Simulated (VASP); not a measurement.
Write the native input for VASP 6.6.1 that does the following.

| Quantity | Value |
| --- | --- |
| Task | single point |
| Functional | PBEsol |
| Potentials or basis | VASP PAW PBE potentials, release 64 (Ba_sv, Te) |
| Cutoff | 520 eV |
| k mesh | 6 × 6 × 6 |
| Occupations | gaussian, width 0.05 eV |
| Spin | no spin polarisation |
| Dipole correction | no |
| Further INCAR settings | ALGO = Normal; EDIFF = 1e-06; NBANDS = 15 |

The structure of BaTe lies in POSCAR:

```
BaTe
1.0
    4.2624660000      0.0000000000      0.0000000000
    0.0000000000      4.3050906600      0.0000000000
    0.0000000000      0.0000000000      4.2624660000
Ba Te
1 1
Direct
    0.0000000000      0.0000000000      0.0000000000
    0.5000000000      0.5000000000      0.5000000000
```

This cell differs from its parent crystal: strain +0.0100 x Voigt [0, 1, 0, 0, 0, 0].

The input as run:

INCAR

```
PREC = Accurate
ENCUT = 520
EDIFF = 1E-6
ISMEAR = 0
SIGMA = 0.05
LREAL = F
LASPH = T
NELM = 60
ALGO = Normal
ISIF = 2
LWAVE = F
LCHARG = T
GGA = PS
LELF = T
LVHAR = T
NBANDS = 15
```

KPOINTS

```
Automatic mesh
0
Gamma
  6 6 6
```

Potentials or basis: VASP PAW PBE potentials, release 64 (Ba_sv, Te).

Command:

```console
$ cat potpaw_PBE.64/Ba_sv/POTCAR potpaw_PBE.64/Te/POTCAR > POTCAR
$ mpirun -np 1 vasp_std > vasp.out
```

It gave:

| Property | Result |
| --- | --- |
| Pressure | -2.0 GPa |
| Band gap on the k mesh | 0.70 eV (least direct gap 0.86 eV) |

Caveat: the cell differs from its parent crystal (strain +0.0100 x Voigt [0, 1, 0, 0, 0, 0]); the PAW data sets were made with another functional, which shifts forces and pressure a little; spin-orbit coupling is left out, which moves the levels of the heavy elements.

Run time: 39 s on 1 thread of Intel Xeon 8259CL, with other jobs on the host, peak memory 0.21 GiB.
